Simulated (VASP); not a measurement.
# Ti4HBr (F-43m) in VASP: a series of runs, part 2 of 2

VASP 6.6.1. The steps go on from the part before.

### Step 3. Relaxation of cell and atoms, PBE

INCAR reads:

```
SYSTEM = Ti4HBr
ALGO     = Normal         ! electronic algorithm
EDIFF    = 1E-7           ! SCF threshold, eV
EDIFFG   = -0.01          ! ionic threshold
ENCUT    = 600            ! plane-wave cutoff, eV
GGA      = PE             ! functional
IBRION   = 2              ! ionic algorithm
ISIF     = 3              ! what is computed and relaxed
ISMEAR   = 0              ! smearing method
LASPH    = .TRUE.         ! aspherical terms in the spheres
LCHARG   = .FALSE.        ! write CHGCAR
LREAL    = .FALSE.        ! projectors in reciprocal space
LWAVE    = .FALSE.        ! write WAVECAR
NELM     = 80             ! most SCF steps
NSW      = 100            ! ionic steps
PREC     = Accurate       ! precision mode
SIGMA    = 0.1            ! smearing width, eV
```

KPOINTS reads:

```
k-points
0
G
  8 8 8
  0 0 0
```

POSCAR reads:

```
Ti4HBr
1.0
    0.0000000000      3.8027262558      3.8027262558
    3.8027262558      0.0000000000      3.8027262558
    3.8027262558      3.8027262558      0.0000000000
Ti H Br
4 1 1
Direct
    0.6339759421      0.1220080193      0.1220080193
    0.1220080193      0.1220080193      0.1220080193
    0.1220080193      0.6339759421      0.1220080193
    0.1220080193      0.1220080193      0.6339759421
    0.7500000000      0.7500000000      0.7500000000
    0.5000000000      0.5000000000      0.5000000000
```

Potentials or basis: VASP PAW PBE potentials, release 64 (Ti_sv, H, Br).

The run is started by

```
$ cat potpaw_PBE.64/Ti_sv/POTCAR potpaw_PBE.64/H/POTCAR potpaw_PBE.64/Br/POTCAR > POTCAR
$ mpirun -np 1 vasp_std > vasp.out
```

OUTCAR:

```text
SYSTEM = Ti4HBr
   EDIFF = 1E-7
   EDIFFG = -0.01
   ENCUT = 600
   GGA = PE
   IBRION = 2
   ISIF = 3
   ISMEAR = 0
   LASPH = .TRUE.
   LREAL = .FALSE.
   NELM = 80
   NSW = 100
   PREC = Accurate

 ion  position               nearest neighbor table
   1  0.634  0.122  0.122-   2 2.62   3 2.62   4 2.62   3 2.75   4 2.75   2 2.75
   2  0.122  0.122  0.122-   1 2.62   3 2.62   4 2.62   1 2.75   3 2.75   4 2.75
   3  0.122  0.634  0.122-   1 2.62   2 2.62   4 2.62   1 2.75   4 2.75   2 2.75
   4  0.122  0.122  0.634-   1 2.62   2 2.62   3 2.62   3 2.75   1 2.75   2 2.75
   5  0.750  0.750  0.750-
   6  0.500  0.500  0.500-

  LATTYP: Found a face centered cubic cell.
 ALAT       =     7.6054525116

  Lattice vectors:

[... 427 lines left out ...]

 number of electron      55.9999999 magnetization

 Free energy of the ion-electron system (eV)
  ---------------------------------------------------
  ext. energy  EPLUGINS =         0.00000000
  ---------------------------------------------------
  free energy    TOTEN  =       -30.64515329 eV

  energy without entropy =      -30.58798999  energy(sigma->0) =      -30.61657164

 E-fermi :   6.3890     XC(G=0): -10.3151

 val. band max:        6.3766363216   @ k =  -0.1250   0.1250   0.0000
 cond. band min:       6.3971065418   @ k =   0.5000   0.2500   0.0000
 fundamental gap:      0.0204702202
 Fermi energy:         6.3889840468

 k-point     1 :       0.0000    0.0000    0.0000
  band No.  band energies     occupation
      1     -50.3198      2.00000
      2     -50.1092      2.00000
      3     -50.1092      2.00000
      4     -50.1092      2.00000
      5     -27.0832      2.00000
      6     -26.8273      2.00000
[... 853 lines left out ...]
     32       6.9841      0.00000
     33       7.3266      0.00000

 [... further k-points ...]
[... 5 lines left out ...]
  --------------------------------------------------------------------------------------
  -------------------------------------------------------------------------------------
  Total        0.0120076      0.0120076      0.0120076      0.0000000      0.0000000     -0.0000000
  in kB        0.1757477      0.1757477      0.1757477      0.0000000      0.0000000     -0.0000000
  external PRESSURE =       0.1757477 kB  Pullay stress =       0.0000000 kB
[... 21 lines left out ...]
  FREE ENERGIE OF THE ION-ELECTRON SYSTEM (eV)
  ---------------------------------------------------
  free  energy   TOTEN  =       -30.6451532854 eV

  energy  without entropy=      -30.5879899938  energy(sigma->0) =      -30.61657164

 reached required accuracy - stopping structural energy minimisation
```

It took 9.7 min on 1 thread of Intel Xeon 6975P-C (Granite Rapids), shared host; peak memory 0.4 GiB.

What came out:

```
Free energy                           : -30.6452 eV
Relaxed volume                        : 18.24 Å³/atom
Relaxed cell                          : a = 5.369 Å, b = 5.369 Å, c = 5.369 Å, α = 60.00°, β = 60.00°, γ = 60.00°
Space group after relaxing (to 0.1 Å) : F-43m (No. 216)
Energy gained by relaxing             : 0.2 meV/atom
Ionic steps                           : 7
Pressure after relaxing               : 0.0 GPa
Largest force after relaxing          : 0.006 eV/Å
Band gap on the k mesh                : zero (bands 28 and 29 overlap by 0.21 eV)
```

Forces on the atoms (eV/Å):
```
Ti  -0.004  0.004  0.004
Ti  -0.004 -0.004 -0.004
Ti   0.004 -0.004  0.004
Ti   0.004  0.004 -0.004
H    0.000  0.000  0.000
Br   0.000  0.000  0.000
```

Step by step:
```
step  energy change (eV)  largest force (eV/Å)  pressure (GPa)  volume (Å³)
   1              0.0000                0.0674           -0.24       109.98
   2             -0.0010                0.0293           -0.03       109.54
   3             -0.0011                0.0111            0.07       109.33
   4             -0.0011                0.0131            0.08       109.35
   5             -0.0011                0.0214            0.02       109.45
   6             -0.0011                0.0149            0.05       109.37
   7             -0.0011                0.0063            0.02       109.47
```

Final structure:
```yaml
crystal:
  lattice:
    - [0.00000, 3.79678, 3.79678]
    - [3.79678, 0.00000, 3.79678]
    - [3.79678, 3.79678, 0.00000]
  atoms:
    - { symbol: Ti, position: [0.63518, 0.12161, 0.12161] }
    - { symbol: Ti, position: [0.12161, 0.12161, 0.12161] }
    - { symbol: Ti, position: [0.12161, 0.63518, 0.12161] }
    - { symbol: Ti, position: [0.12161, 0.12161, 0.63518] }
    - { symbol: H, position: [0.75000, 0.75000, 0.75000] }
    - { symbol: Br, position: [0.50000, 0.50000, 0.50000] }
```

### Step 4. Relaxation of cell and atoms, PBE, collinear spin

This run uses another cell than the first one, of 15.83 Å³/atom.

INCAR reads:

```
  PREC = Accurate
  ENCUT = 600
  EDIFF = 1E-6
  ISMEAR = 0
  SIGMA = 0.1
  LREAL = F
  LASPH = T
  NELM = 150
  ALGO = Normal
  ISIF = 3
  LWAVE = F
  LCHARG = F
  ISPIN = 2
  MAGMOM = 1 1 1 1 0 0
  LORBIT = 11
  LMAXMIX = 4
  GGA = PE
  IBRION = 2
  NSW = 90
  EDIFFG = -0.04
```

KPOINTS reads:

```
Automatic mesh
0
Gamma
  4 4 4
```

POSCAR reads:

```
Ti4HBr
1.0
    0.0000000000      3.6212367600      3.6212367600
    3.6212367600      0.0000000000      3.6212367600
    3.6212367600      3.6212367600      0.0000000000
Ti H Br
4 1 1
Direct
    0.8742122000      0.3773634100      0.8742122000
    0.8742122000      0.8742122000      0.3773634100
    0.8742122000      0.8742122000      0.8742122000
    0.3773634100      0.8742122000      0.8742122000
    0.2500000000      0.2500000000      0.2500000000
    0.5000000000      0.5000000000      0.5000000000
```

The run is started by

```
$ cat potpaw_PBE.64/Ti_sv/POTCAR potpaw_PBE.64/H/POTCAR potpaw_PBE.64/Br/POTCAR > POTCAR
$ mpirun -np 1 vasp_std > vasp.out
```

It took 7.4 min on 1 thread of Intel Xeon 6975P-C (Granite Rapids), shared host; peak memory 0.34 GiB.

It converged, with:

```yaml
Free_energy: -30.6761 eV
Relaxed_volume: 18.57 Å³/atom
Relaxed_cell: a = 5.401 Å, b = 5.401 Å, c = 5.401 Å, α = 60.00°, β = 60.00°, γ = 60.00°
Space_group_after_relaxing_to_0.1_Å: F-43m (No. 216)
Energy_gained_by_relaxing: 80.2 meV/atom
Ionic_steps: 6
Pressure_after_relaxing: 0.1 GPa
Largest_force_after_relaxing: 0.039 eV/Å
Net_moment: 3.09 μB per cell
Site_moments: Ti +0.55; H -0.03; Br +0.01 μB
Valence_electrons_inside_the_program's_atomic_spheres: Ti 10.37; H 0.38; Br 4.76
```

Forces on the atoms (eV/Å):
```
Ti  -0.022  0.022 -0.022
Ti  -0.022 -0.022  0.022
Ti   0.022  0.022  0.022
Ti   0.022 -0.022 -0.022
H    0.000  0.000  0.000
Br   0.000  0.000  0.000
```

Step by step:
| step | energy change (eV) | largest force (eV/Å) | pressure (GPa) | volume (Å³) |
| --- | --- | --- | --- | --- |
| 1 | 0.0000 | 0.6855 | 8.64 | 94.97 |
| 2 | -0.4435 | 0.2802 | 1.96 | 107.20 |
| 3 | -0.4707 | 0.0661 | -1.17 | 114.43 |
| 4 | -0.4789 | 0.1217 | -0.23 | 112.06 |
| 5 | -0.4788 | 0.1313 | -0.10 | 111.70 |
| 6 | -0.4810 | 0.0387 | 0.08 | 111.40 |

Final structure:
```
Ti H Br
1.0
     0.00000    3.81896    3.81896
     3.81896    0.00000    3.81896
     3.81896    3.81896    0.00000
Ti H Br
4 1 1
Direct
  0.87823 0.36530 0.87823
  0.87823 0.87823 0.36530
  0.87823 0.87823 0.87823
  0.36530 0.87823 0.87823
  0.25000 0.25000 0.25000
  0.50000 0.50000 0.50000
```

Levels at points of the mesh, in eV from the Fermi level:
Spin up:
```
           k point  band 26  band 27  band 28  band 29  band 30  band 31  band 32  band 33  band 34  band 35
(0.00, 0.00, 0.00)    -0.85    -0.85    -0.37    -0.37    -0.37     0.98     2.04     2.04     2.04     2.18
(0.50, 0.00, 0.00)    -0.53    -0.53    -0.46    -0.13     0.22     0.22     0.44     0.44     0.60     1.31
(0.50, 0.50, 0.00)    -0.83    -0.60    -0.21     0.15     0.28     0.28     0.28     0.65     0.78     0.78
```
Spin down:
```csv
k point,band 24,band 25,band 26,band 27,band 28,band 29,band 30,band 31
"(0.00, 0.00, 0.00)",-1.41,-1.41,-0.19,-0.19,0.18,0.18,0.18,1.10
"(0.50, 0.00, 0.00)",-0.85,-0.59,0.06,0.06,0.08,0.29,0.78,0.78
"(0.50, 0.50, 0.00)",-0.44,-0.35,-0.35,-0.03,0.40,0.66,0.79,0.87
```

Caveat: the k points lie up to 0.36 Å⁻¹ apart in the final cell; the volume moved by over 15 % at a fixed basis, so the end points are rough.

### Step 5. The runs side by side

```csv
task,spin,cell,k mesh,cutoff (eV),gap on the mesh (eV),pressure (GPa),moment (μB),relaxed volume (Å³/atom),largest force (eV/Å)
single point,collinear,"a = 5.378 Å, angles 60.0°, 6 atoms, atomic positions A",4 × 4 × 4,520,none,0.7,3.02,-,0.07
relaxation of cell and atoms,off,"relaxed from a = 5.378 Å, angles 60.0°, 6 atoms, atomic positions A",8 × 8 × 8,600,none,0.0,-,18.24,0.01
relaxation of cell and atoms,collinear,"relaxed from a = 5.121 Å, angles 60.0°, 6 atoms, atomic positions B",4 × 4 × 4,600,none,0.1,3.09,18.57,0.04
```

Alike in all rows: level PBE; potentials or basis VASP PAW PBE potentials, release 64 (Ti_sv, H, Br); smearing gaussian 0.1 eV.

Caveats: some runs use coarse meshes; the volume moved by over 15 % at a fixed basis, so the end points are rough (at least some runs).

Total energies depend on the potentials used, so only differences within one code and one set of settings carry meaning.
